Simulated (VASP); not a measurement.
# Cr3BiO4 (P-43m) in VASP: notebook, part 2 of 2

VASP 6.6.1. The steps go on from the part before.

**3. Single point, PBE, collinear spin, ferromagnetic start**

This run uses another cell than the first one, of 20.65 Å³/atom.

Input file INCAR:

```
SYSTEM = Cr3BiO4
PREC = Accurate
ENCUT = 520
EDIFF = 1E-7
ISMEAR = 0
SIGMA = 0.1
LREAL = .False.
LASPH = .True.
NELM = 150
ALGO = Normal
ISIF = 2
LWAVE = .False.
LCHARG = .False.
ISPIN = 2
MAGMOM = 3.03 3.03 3.03 0 0 0 0 0
LORBIT = 11
LMAXMIX = 4
GGA = PE
NBANDS = 52
```

Input file KPOINTS:

```
Automatic mesh
0
Gamma
  4 4 4
  0 0 0
```

Input file POSCAR:

```
Cr3BiO4
1.0
    5.4874171301      0.0000000000      0.0000000000
    0.0000000000      5.4874171301      0.0000000000
    0.0000000000      0.0000000000      5.4874171301
Cr Bi O
3 1 4
Direct
    0.5000000000      0.0000000000      0.0000000000
    0.0000000000      0.5000000000      0.0000000000
    0.0000000000      0.0000000000      0.5000000000
    0.0000000000      0.0000000000      0.0000000000
    0.2309051032      0.2309051032      0.2309051032
    0.2309051032      0.7690948968      0.7690948968
    0.7690948968      0.7690948968      0.2309051032
    0.7690948968      0.2309051032      0.7690948968
```

Potentials or basis: VASP PAW PBE potentials, release 64 (Cr_pv, Bi_d, O).

The run is started by

```
$ cat potpaw_PBE.64/Cr_pv/POTCAR potpaw_PBE.64/Bi_d/POTCAR potpaw_PBE.64/O/POTCAR > POTCAR
$ mpirun -np 1 vasp_std > vasp.out
```

OUTCAR:

```text
SYSTEM = Cr3BiO4
   PREC = Accurate
   ENCUT = 520
   EDIFF = 1E-7
   ISMEAR = 0
   LREAL = .False.
   LASPH = .True.
   NELM = 150
   ISIF = 2
   ISPIN = 2
   LORBIT = 11
   GGA = PE

 ion  position               nearest neighbor table
   1  0.500  0.000  0.000-   5 2.32   6 2.32   7 2.32   8 2.32   4 2.74   4 2.74
   2  0.000  0.500  0.000-   5 2.32   6 2.32   7 2.32   8 2.32   4 2.74   4 2.74
   3  0.000  0.000  0.500-   5 2.32   6 2.32   7 2.32   8 2.32   4 2.74   4 2.74
   4  0.000  0.000  0.000-   5 2.19   6 2.19   7 2.19   8 2.19   2 2.74   3 2.74   1 2.74   3 2.74
                             2 2.74   1 2.74
   5  0.231  0.231  0.231-   4 2.19   2 2.32   3 2.32   1 2.32
   6  0.231  0.769  0.769-   4 2.19   2 2.32   3 2.32   1 2.32
   7  0.769  0.769  0.231-   4 2.19   2 2.32   3 2.32   1 2.32
   8  0.769  0.231  0.769-   4 2.19   2 2.32   3 2.32   1 2.32

  LATTYP: Found a simple cubic cell.
 ALAT       =     5.4874171301

  Lattice vectors:

 A1 = (   5.4874171301,   0.0000000000,   0.0000000000)
 A2 = (   0.0000000000,   5.4874171301,   0.0000000000)
 A3 = (   0.0000000000,   0.0000000000,   5.4874171301)

Analysis of symmetry for initial positions (statically):
=====================================================================
 Subroutine PRICEL returns:
 Original cell was already a primitive cell.

 Routine SETGRP: Setting up the symmetry group for a
 simple cubic supercell.

 Subroutine GETGRP returns: Found 24 space group operations
 (whereof 24 operations were pure point group operations)
 out of a pool of 48 trial point group operations.

The static configuration has the point symmetry T_d .

Analysis of symmetry for dynamics (positions and initial velocities):
=====================================================================
 Subroutine PRICEL returns:
 Original cell was already a primitive cell.

 Routine SETGRP: Setting up the symmetry group for a
 simple cubic supercell.

 Subroutine GETGRP returns: Found 24 space group operations
 (whereof 24 operations were pure point group operations)
 out of a pool of 48 trial point group operations.

The dynamic configuration has the point symmetry T_d .

Analysis of structural, dynamic, and magnetic symmetry:
=====================================================================
 Subroutine PRICEL returns:
 Original cell was already a primitive cell.

 Routine SETGRP: Setting up the symmetry group for a
 simple cubic supercell.

 Subroutine GETGRP returns: Found 24 space group operations
 (whereof 24 operations were pure point group operations)
 out of a pool of 48 trial point group operations.

The overall configuration has the point symmetry T_d .

 Subroutine INISYM returns: Found 24 space group operations
 (whereof 24 operations are pure point group operations),
 and found     1 'primitive' translations

----------------------------------------------------------------------------------------

                                     Primitive cell

  volume of cell :     165.2357

  direct lattice vectors                    reciprocal lattice vectors
     5.487417130  0.000000000  0.000000000     0.182235098  0.000000000  0.000000000
     0.000000000  5.487417130  0.000000000     0.000000000  0.182235098  0.000000000
     0.000000000  0.000000000  5.487417130     0.000000000  0.000000000  0.182235098

  length of vectors
     5.487417130  5.487417130  5.487417130     0.182235098  0.182235098  0.182235098

  position of ions in fractional coordinates (direct lattice)
     0.500000000  0.000000000  0.000000000
[... 94 lines left out ...]
     AMIX     =   0.40;   BMIX     =  1.00
     AMIX_MAG =   1.60;   BMIX_MAG =  1.00
  volume/ion in A,a.u.               =      20.65       139.38
  Fermi-wavevector in a.u.,A,eV,Ry     =   1.258135  2.377531 21.536715  1.582904
  Thomas-Fermi vector in A             =   2.391760
   LORBIT       =     11    0 simple, 1 ext, 2 COOP (PROOUT), +10 PAW based schemes
   GGA     = PE    functional components
   LHFCALC =     F    Hartree Fock is set to
   AEXX    =    0.0000 exact exchange contribution
   IVDW    =     0    specifies the selected vdW correction
   LEPSILON=     F    determine dielectric tensor
   LRPA    =     F    only Hartree local field effects (RPA)
 spin polarized calculation
 Gauss-broadening in eV      SIGMA  =   0.10
  energy-cutoff  :      520.00
  volume of cell :      165.24
 maximum number of plane-waves:      4492
 NGX is ok and might be reduce to    42
   NGX = 21   NGY = 21   NGZ = 21

 number of electron      75.0000010 magnetization       9.0215154

 number of electron      75.0000009 magnetization      13.0003630

 Free energy of the ion-electron system (eV)
  ---------------------------------------------------
  ext. energy  EPLUGINS =         0.00000000
  ---------------------------------------------------
  free energy    TOTEN  =       -52.68322064 eV

  energy without entropy =      -52.64417434  energy(sigma->0) =      -52.66369749

 E-fermi :   2.8801     XC(G=0):  -8.4672

 val. band max:        2.8610476098   @ k =   0.5000   0.2500   0.0000
 cond. band min:       2.8901168739   @ k =   0.5000   0.2500   0.2500
 fundamental gap:      0.0290692641
 Fermi energy:         2.8801089811

 spin component 1

 k-point     1 :       0.0000    0.0000    0.0000
  band No.  band energies     occupation
      1     -41.3194      1.00000
      2     -41.3194      1.00000
      3     -41.3194      1.00000
      4     -41.1704      1.00000
      5     -41.1704      1.00000
      6     -41.1704      1.00000
[... 509 lines left out ...]
     48       5.0848      0.00000
     49       5.0848      0.00000
 Fermi energy:         2.8801089811

 spin component 2

 k-point     1 :       0.0000    0.0000    0.0000
  band No.  band energies     occupation
      1     -37.4925      1.00000
      2     -37.4925      1.00000
      3     -37.4925      1.00000
      4     -37.2682      1.00000
      5     -37.2682      1.00000
      6     -37.2682      1.00000
[... 509 lines left out ...]
     48       6.7792      0.00000
     49       6.7792      0.00000
 [bands above 49 left out]

------------------------ aborting loop because EDIFF is reached ----------------------------------------

  FORCE on cell =-STRESS in cart. coord.  units (eV):
  Direction    XX          YY          ZZ          XY          YZ          ZX
  --------------------------------------------------------------------------------------
  -------------------------------------------------------------------------------------
  Total        0.1675019      0.1675019      0.1675019      0.0000000     -0.0000000      0.0000000
  in kB        1.6241506      1.6241506      1.6241506      0.0000000     -0.0000000      0.0000000
  external PRESSURE =       1.6241506 kB  Pullay stress =       0.0000000 kB

 VOLUME and BASIS-vectors are now :
 -----------------------------------------------------------------------------
  energy-cutoff  :      520.00
  volume of cell :      165.24
      direct lattice vectors                 reciprocal lattice vectors
     5.487417130  0.000000000  0.000000000     0.182235098  0.000000000  0.000000000
     0.000000000  5.487417130  0.000000000     0.000000000  0.182235098  0.000000000
     0.000000000  0.000000000  5.487417130     0.000000000  0.000000000  0.182235098

 POSITION                                       TOTAL-FORCE (eV/Angst)
 -----------------------------------------------------------------------------------
      2.74371      0.00000      0.00000         0.000000      0.000000      0.000000
      0.00000      2.74371      0.00000         0.000000      0.000000      0.000000
      0.00000      0.00000      2.74371         0.000000      0.000000      0.000000
      0.00000      0.00000      0.00000         0.000000      0.000000      0.000000
      1.26707      1.26707      1.26707         0.024756      0.024756      0.024756
      1.26707      4.22034      4.22034         0.024756     -0.024756     -0.024756
      4.22034      4.22034      1.26707        -0.024756     -0.024756      0.024756
      4.22034      1.26707      4.22034        -0.024756      0.024756     -0.024756
 -----------------------------------------------------------------------------------
    total drift:                                0.000000      0.000000      0.000000

  FREE ENERGIE OF THE ION-ELECTRON SYSTEM (eV)
  ---------------------------------------------------
  free  energy   TOTEN  =       -52.6832206364 eV

  energy  without entropy=      -52.6441743365  energy(sigma->0) =      -52.66369749

 total charge

# of ion       s       p       d       tot
------------------------------------------
    1        0.178   6.119   4.136  10.434
    2        0.178   6.119   4.136  10.434
    3        0.178   6.119   4.136  10.434
    4        1.563   1.302  10.103  12.968
    5        1.585   3.303   0.000   4.888
    6        1.585   3.303   0.000   4.888
    7        1.585   3.303   0.000   4.888
    8        1.585   3.303   0.000   4.888
--------------------------------------------------
tot          8.439  32.871  22.512  63.822

 magnetization (x)

# of ion       s       p       d       tot
------------------------------------------
    1        0.040   0.034   3.766   3.840
    2        0.040   0.034   3.766   3.840
    3        0.040   0.034   3.766   3.840
    4       -0.017   0.010   0.056   0.048
    5        0.006   0.026   0.000   0.033
    6        0.006   0.026   0.000   0.033
    7        0.006   0.026   0.000   0.033
    8        0.006   0.026   0.000   0.033
--------------------------------------------------
tot          0.128   0.219  11.354  11.700
```

It took 20 min on 1 thread of Intel Xeon Platinum 8259CL at 2.50GHz (Skylake/Cascade Lake), shared host; peak memory 0.39 GiB.

Results:

```
Free energy                                           : -52.6832 eV
Pressure                                              : 0.2 GPa
Largest force                                         : 0.043 eV/Å
Band gap on the k mesh                                : zero (filled and empty bands overlap)
Net moment                                            : 13.00 μB per cell
Site moments                                          : Cr +3.84; Bi +0.05; O +0.03 μB
Valence electrons inside the program's atomic spheres : Cr 10.43; Bi 12.97; O 4.89
```

Forces on the atoms (eV/Å):
```
Cr   0.000  0.000  0.000
Cr   0.000  0.000  0.000
Cr   0.000  0.000  0.000
Bi   0.000  0.000  0.000
O    0.025  0.025  0.025
O    0.025 -0.025 -0.025
O   -0.025 -0.025  0.025
O   -0.025  0.025 -0.025
```

Caveat: spin-orbit coupling is left out, which moves the levels of the heavy elements; semilocal functionals often make such compounds metallic where correlation or magnetic order opens a gap, which also shifts bond lengths; the run started ferromagnetic, and an antiferromagnetic order may lie lower in energy.

The gap in the log of VASP goes by the Fermi energy; the results here count the filled bands.